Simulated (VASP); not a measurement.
# B (C2/c) in VASP: a series of runs

B is run at these levels: PBE; tasks: single point.

Everything below comes from runs of VASP 6.6.1. Logs are shortened: lines on timing, memory, paths and dates and some standing lists are left out, and cuts for length are marked.

## Step 1: The cell of the first run

The structure is monoclinic, space group C2/c (No. 15). The conventional cell has a = 5.480 Å, b = 8.962 Å, c = 4.251 Å, α = 90.00°, β = 109.79°, γ = 90.00°. Within 2.5 Å of B (site symmetry 1) lie 7 B at 1.72 to 2.45 Å. Within 2.5 Å of B (site symmetry 1) lie 7 B at 1.71 to 2.45 Å. Within 2.5 Å of B (site symmetry 1) lie 9 B at 1.71 to 2.41 Å.

The cell was built from a structure type or drawn by symmetry, and may not be a known phase.

## Step 2: Single point, PBE

Contents of INCAR:

```
SYSTEM = B
PREC     = Accurate       ! precision mode
ENCUT    = 520            ! plane-wave cutoff, eV
EDIFF    = 1E-6           ! SCF threshold, eV
ISMEAR   = 0              ! smearing method
SIGMA    = 0.1            ! smearing width, eV
LREAL    = .False.        ! projectors in reciprocal space
LASPH    = .True.         ! aspherical terms in the spheres
NELM     = 80             ! most SCF steps
ALGO     = Normal         ! electronic algorithm
ISIF     = 2              ! what is computed and relaxed
LWAVE    = .False.        ! write WAVECAR
LCHARG   = .False.        ! write CHGCAR
GGA      = PE             ! functional
NBANDS   = 30             ! bands
```

Contents of KPOINTS:

```
regular mesh
0
Gamma
  4 4 4
  0 0 0
```

Contents of POSCAR:

```
B
1.0
    2.7398460300     -4.4811724400      0.0000000000
    2.7398460300      4.4811724400      0.0000000000
   -1.4395387300      0.0000000000      4.0000843500
B
12
Direct
    0.8789378800      0.4572746800      0.8074150600
    0.5427253200      0.1210621200      0.6925849400
    0.1210621200      0.5427253200      0.1925849400
    0.4572746800      0.8789378800      0.3074150600
    0.1936866600      0.4284146600      0.8280985500
    0.5715853400      0.8063133400      0.6719014500
    0.8063133400      0.5715853400      0.1719014500
    0.4284146600      0.1936866600      0.3280985500
    0.4341453400      0.3084540200      0.9670283900
    0.6915459800      0.5658546600      0.5329716100
    0.5658546600      0.6915459800      0.0329716100
    0.3084540200      0.4341453400      0.4670283900
```

Potentials or basis: VASP PAW PBE potentials, release 64 (B).

On the command line:

```console
> cat potpaw_PBE.64/B/POTCAR > POTCAR
> mpirun -np 1 vasp_std > vasp.out
```

OUTCAR:

```text
SYSTEM = B
   PREC = Accurate
   ENCUT = 520
   EDIFF = 1E-6
   ISMEAR = 0
   LREAL = .False.
   LASPH = .True.
   NELM = 80
   ISIF = 2
   GGA = PE

 ion  position               nearest neighbor table
   1  0.879  0.457  0.807-   5 1.72   3 1.73   7 1.73  10 1.73   2 1.74
   2  0.543  0.121  0.693-   6 1.72   4 1.73   8 1.73   9 1.73   1 1.74
   3  0.121  0.543  0.193-   7 1.72   1 1.73   5 1.73  12 1.73   4 1.74
   4  0.457  0.879  0.307-   8 1.72   2 1.73   6 1.73  11 1.73   3 1.74
   5  0.194  0.428  0.828-   9 1.71   1 1.72   3 1.73  11 1.73  12 1.75
   6  0.572  0.806  0.672-  10 1.71   2 1.72   4 1.73  12 1.73  11 1.75
   7  0.806  0.572  0.172-  11 1.71   3 1.72   1 1.73   9 1.73  10 1.75
   8  0.428  0.194  0.328-  12 1.71   4 1.72   2 1.73  10 1.73   9 1.75
   9  0.434  0.308  0.967-   5 1.71   2 1.73   7 1.73   8 1.75  11 1.75
  10  0.692  0.566  0.533-   6 1.71   1 1.73   8 1.73   7 1.75  12 1.75
  11  0.566  0.692  0.033-   7 1.71   4 1.73   5 1.73   6 1.75   9 1.75
  12  0.308  0.434  0.467-   8 1.71   3 1.73   6 1.73   5 1.75  10 1.75

  LATTYP: Found a base centered monoclinic cell.
 ALAT       =     5.4796920600
 B/A-ratio  =     1.6355563017
 C/A-ratio  =     0.7758152800
 COS(beta)  =    -0.3386170888

  Lattice vectors:

 A1 = (   2.7398460300,  -4.4811724400,   0.0000000000)
 A2 = (   2.7398460300,   4.4811724400,   0.0000000000)
 A3 = (  -1.4395387300,   0.0000000000,   4.0000843500)

Analysis of symmetry for initial positions (statically):
=====================================================================
 Subroutine PRICEL returns:
 Original cell was already a primitive cell.

 Routine SETGRP: Setting up the symmetry group for a
 base centered monoclinic supercell.

 Subroutine GETGRP returns: Found  4 space group operations
 (whereof  2 operations were pure point group operations)
 out of a pool of  4 trial point group operations.

The static configuration has the point symmetry S_2 .
 The point group associated with its full space group is C_2h.

Analysis of symmetry for dynamics (positions and initial velocities):
=====================================================================
 Subroutine PRICEL returns:
 Original cell was already a primitive cell.

 Routine SETGRP: Setting up the symmetry group for a
 base centered monoclinic supercell.

 Subroutine GETGRP returns: Found  4 space group operations
 (whereof  2 operations were pure point group operations)
 out of a pool of  4 trial point group operations.

The dynamic configuration has the point symmetry S_2 .
 The point group associated with its full space group is C_2h.

 Subroutine INISYM returns: Found  4 space group operations
 (whereof  2 operations are pure point group operations),
 and found     1 'primitive' translations

----------------------------------------------------------------------------------------

                                     Primitive cell

  volume of cell :      98.2239

  direct lattice vectors                    reciprocal lattice vectors
     2.739846030 -4.481172440  0.000000000     0.182492007 -0.111577942  0.065674693
     2.739846030  4.481172440  0.000000000     0.182492007  0.111577942  0.065674693
    -1.439538730  0.000000000  4.000084350     0.000000000  0.000000000  0.249994728

  length of vectors
     5.252395901  5.252395901  4.251228830     0.223754631  0.223754631  0.249994728

  position of ions in fractional coordinates (direct lattice)
     0.878937880  0.457274680  0.807415060
     0.542725320  0.121062120  0.692584940
     0.121062120  0.542725320  0.192584940
     0.457274680  0.878937880  0.307415060
     0.193686660  0.428414660  0.828098550
     0.571585340  0.806313340  0.671901450
     0.806313340  0.571585340  0.171901450
     0.428414660  0.193686660  0.328098550
     0.434145340  0.308454020  0.967028390
     0.691545980  0.565854660  0.532971610
     0.565854660  0.691545980  0.032971610
     0.308454020  0.434145340  0.467028390

  ion indices of the primitive-cell ions
   primitive index   ion index
                 1           1
                 2           2
                 3           3
                 4           4
                 5           5
                 6           6
                 7           7
                 8           8
                 9           9
                10          10
                11          11
                12          12

----------------------------------------------------------------------------------------

 KPOINTS: regular mesh

Automatic generation of k-mesh.
 Grid dimensions read from file:
 generate k-points for:    4    4    4

 Generating k-lattice:

  Cartesian coordinates                     Fractional coordinates (reciprocal lattice)
     0.045623002 -0.027894486  0.016418673     0.250000000 -0.000000000  0.000000000
     0.045623002  0.027894486  0.016418673    -0.000000000  0.250000000  0.000000000
     0.000000000  0.000000000  0.062498682     0.000000000  0.000000000  0.250000000

  Length of vectors
     0.055938658  0.055938658  0.062498682

  Shift w.r.t. Gamma in fractional coordinates (k-lattice)
     0.000000000  0.000000000  0.000000000

 Subroutine IBZKPT returns following result:
 ===========================================

 Found     24 irreducible k-points:

 Following reciprocal coordinates:
            Coordinates               Weight
  0.000000  0.000000  0.000000      1.000000
  0.250000 -0.000000  0.000000      4.000000
  0.500000 -0.000000  0.000000      2.000000
  0.250000  0.250000  0.000000      2.000000
  0.500000  0.250000 -0.000000      4.000000
 -0.250000  0.250000  0.000000      2.000000
[... 16 lines left out ...]
 -0.250000  0.250000  0.500000      2.000000
  0.500000  0.500000  0.500000      1.000000
   k-points           NKPTS =     24   k-points in BZ     NKDIM =     24   number of bands    NBANDS=     30
   number of dos      NEDOS =    301   number of ions     NIONS =     12
   total plane-waves  NPLWV =  51200
   dimension x,y,z NGX =    40 NGY =   40 NGZ =   32
   dimension x,y,z NGXF=    80 NGYF=   80 NGZF=   64
   ions per type =              12
   NGX,Y,Z   is equivalent  to a cutoff of  12.66, 12.66, 12.51 a.u.
   NGXF,Y,Z  is equivalent  to a cutoff of  25.32, 25.32, 25.03 a.u.
 SYSTEM =  B
   PREC   = accura    normal or accurate (medium, high low for compatibility)
   ISTART =      0    job   : 0-new  1-cont  2-samecut
   ICHARG =      2    charge: 1-file 2-atom 10-const
   ISPIN  =      1    spin polarized calculation?
   LNONCOLLINEAR =      F non collinear calculations
   LSORBIT =      F    spin-orbit coupling
   LASPH  =      T    aspherical Exc in radial PAW
   ENCUT  =  520.0 eV  38.22 Ry    6.18 a.u.   9.77  9.77  7.90*2*pi/ulx,y,z
   NELM   =     80;   NELMIN=  2; NELMDL= -5     # of ELM steps
   EDIFF  = 0.1E-05   stopping-criterion for ELM
   LREAL  =      F    real-space projection
   EDIFFG = 0.1E-04   stopping-criterion for IOM
   NSW    =      0    number of steps for IOM
   IBRION =     -1    ionic relax: 0-MD 1-quasi-New 2-CG
   NFREE  =      0    steps in history (QN), initial steepest desc. (CG)
   ISIF   =      2    stress and relaxation
   ISYM   =      2    0-nonsym 1-usesym 2-fastsym
   POTIM  = 0.5000    time-step for ionic-motion
   TEBEG  =    0.0;   TEEND  =   0.0 temperature during run
   PSTRESS=    0.0 pullay stress
   NELECT =      36.0000    total number of electrons
   NUPDOWN=      -1.0000    fix difference up-down
   EMIN   =  10.00;   EMAX   =-10.00  energy-range for DOS
   EFERMI =   0.00;   METHOD = LEGACY
   ISMEAR =     0;   SIGMA  =   0.10  broadening in eV -4-tet -1-fermi 0-gaus
   EFERMI_NEDOS =   21; number of points for ismear=-14 and -15
   IALGO  =     38    algorithm
   IMIX   =      4    mixing-type and parameters
     AMIX     =   0.40;   BMIX     =  1.00
     AMIX_MAG =   1.60;   BMIX_MAG =  1.00
  volume/ion in A,a.u.               =       8.19        55.24
  Fermi-wavevector in a.u.,A,eV,Ry     =   1.171575  2.213955 18.675186  1.372587
  Thomas-Fermi vector in A             =   2.308016
   LORBIT       =      0    0 simple, 1 ext, 2 COOP (PROOUT), +10 PAW based schemes
   GGA     = PE    functional components
   LHFCALC =     F    Hartree Fock is set to
   AEXX    =    0.0000 exact exchange contribution
   IVDW    =     0    specifies the selected vdW correction
   LEPSILON=     F    determine dielectric tensor
   LRPA    =     F    only Hartree local field effects (RPA)
 non-spin polarized calculation
 Gauss-broadening in eV      SIGMA  =   0.10
  energy-cutoff  :      520.00
  volume of cell :       98.22
 maximum number of plane-waves:      2663
   NGX = 19   NGY = 19   NGZ = 15

 number of electron      36.0000000 magnetization

 Free energy of the ion-electron system (eV)
  ---------------------------------------------------
  ext. energy  EPLUGINS =         0.00000000
  ---------------------------------------------------
  free energy    TOTEN  =       -72.31674018 eV

  energy without entropy =      -72.29640463  energy(sigma->0) =      -72.30657241

 E-fermi :   4.6798     XC(G=0): -10.8151

 val. band max:        4.6708455900   @ k =  -0.2500   0.5000   0.2500
 cond. band min:       4.6811916003   @ k =   0.2500   0.2500   0.0000
 fundamental gap:      0.0103460104
 Fermi energy:         4.6798430589

 k-point     1 :       0.0000    0.0000    0.0000
  band No.  band energies     occupation
      1     -11.2386      2.00000
      2      -6.7551      2.00000
      3      -6.3734      2.00000
      4      -6.0666      2.00000
      5      -4.4615      2.00000
      6      -4.1972      2.00000
[... 22 lines left out ...]
     29      13.5553      0.00000
     30      13.5872      0.00000
[... 728 lines left out ...]
  band No.  band energies     occupation
      1      -9.1124      2.00000
      2      -9.1124      2.00000
      3      -7.6826      2.00000
      4      -7.6826      2.00000
      5      -3.7480      2.00000
      6      -3.7480      2.00000
[... 22 lines left out ...]
     29      12.4664      0.00000
     30      12.4664      0.00000

------------------------ aborting loop because EDIFF is reached ----------------------------------------

  FORCE on cell =-STRESS in cart. coord.  units (eV):
  Direction    XX          YY          ZZ          XY          YZ          ZX
  --------------------------------------------------------------------------------------
  -------------------------------------------------------------------------------------
  Total       12.9770564     -0.8057458      8.9613836      0.0000000      0.0000000      0.7365027
  in kB      211.6751205    -13.1429137    146.1735147      0.0000000      0.0000000     12.0134555
  external PRESSURE =     114.9019072 kB  Pullay stress =       0.0000000 kB

 VOLUME and BASIS-vectors are now :
 -----------------------------------------------------------------------------
  energy-cutoff  :      520.00
  volume of cell :       98.22
      direct lattice vectors                 reciprocal lattice vectors
     2.739846030 -4.481172440  0.000000000     0.182492007 -0.111577942  0.065674693
     2.739846030  4.481172440  0.000000000     0.182492007  0.111577942  0.065674693
    -1.439538730  0.000000000  4.000084350     0.000000000  0.000000000  0.249994728

 POSITION                                       TOTAL-FORCE (eV/Angst)
 -----------------------------------------------------------------------------------
      2.49871     -1.88955      3.22973         0.306926     -1.064355      0.712503
      0.82167     -1.88955      2.77040        -0.306926     -1.064355     -0.712503
      1.54144      1.88955      0.77036        -0.306926      1.064355     -0.712503
      3.21848      1.88955      1.22969         0.306926      1.064355      0.712503
      0.51238      1.05186      3.31246        -0.380228      0.024845     -0.899894
      2.80800      1.05186      2.68766         0.380228      0.024845      0.899894
      3.52777     -1.05186      0.68762         0.380228     -0.024845      0.899894
      1.23215     -1.05186      1.31242        -0.380228     -0.024845     -0.899894
      0.64253     -0.56324      3.86820        -2.078841     -0.764619     -0.142814
      2.67785     -0.56324      2.13193         2.078841     -0.764619      0.142814
      3.39762      0.56324      0.13189         2.078841      0.764619      0.142814
      1.36230      0.56324      1.86815        -2.078841      0.764619     -0.142814
 -----------------------------------------------------------------------------------
    total drift:                               -0.000000     -0.000000      0.000000

  FREE ENERGIE OF THE ION-ELECTRON SYSTEM (eV)
  ---------------------------------------------------
  free  energy   TOTEN  =       -72.3167401842 eV

  energy  without entropy=      -72.2964046265  energy(sigma->0) =      -72.30657241
```

Run time: 61 s. Hardware: 1 thread of Intel Xeon Platinum 8259CL at 2.50GHz (Skylake/Cascade Lake), shared host; peak memory 0.22 GiB.

Results:

* Free energy: -72.3167 eV
* Pressure: 11.5 GPa
* Largest force: 2.220 eV/Å
* Band gap on the k mesh: zero (bands 18 and 19 overlap by 0.64 eV)

Forces on the atoms (eV/Å):
```
B    0.307 -1.064  0.713
B   -0.307 -1.064 -0.713
B   -0.307  1.064 -0.713
B    0.307  1.064  0.713
B   -0.380  0.025 -0.900
B    0.380  0.025  0.900
B    0.380 -0.025  0.900
B   -0.380 -0.025 -0.900
B   -2.079 -0.765 -0.143
B    2.079 -0.765  0.143
B    2.079  0.765  0.143
B   -2.079  0.765 -0.143
```

Levels at points of the mesh, in eV from the Fermi level:
```csv
k point,band 15,band 16,band 17,band 18,band 19,band 20,band 21,band 22
"(0.00, 0.00, 0.00)",-2.53,-2.16,-1.87,-1.03,0.86,1.51,2.12,3.70
"(0.50, 0.00, 0.00)",-2.80,-2.36,-1.50,-0.65,-0.28,1.74,2.04,2.70
"(0.50, 0.50, 0.00)",-3.51,-2.66,-0.17,-0.01,0.30,0.60,1.49,3.45
"(0.00, 0.00, 0.50)",-2.61,-2.61,-0.31,-0.31,1.58,1.58,2.89,2.89
"(0.50, 0.00, 0.50)",-1.82,-1.58,-0.22,-0.15,1.15,1.34,2.43,2.72
"(0.50, 0.50, 0.50)",-1.59,-1.59,0.28,0.28,0.76,0.76,2.18,2.18
```

Caveat: the k points lie up to 0.39 Å⁻¹ apart, too coarse for converged energies and pressures of a metal; forces of over 1 eV/Å act on the atoms, so gaps and moduli don't describe the material at rest.

(Continued in part 2 of 2.)
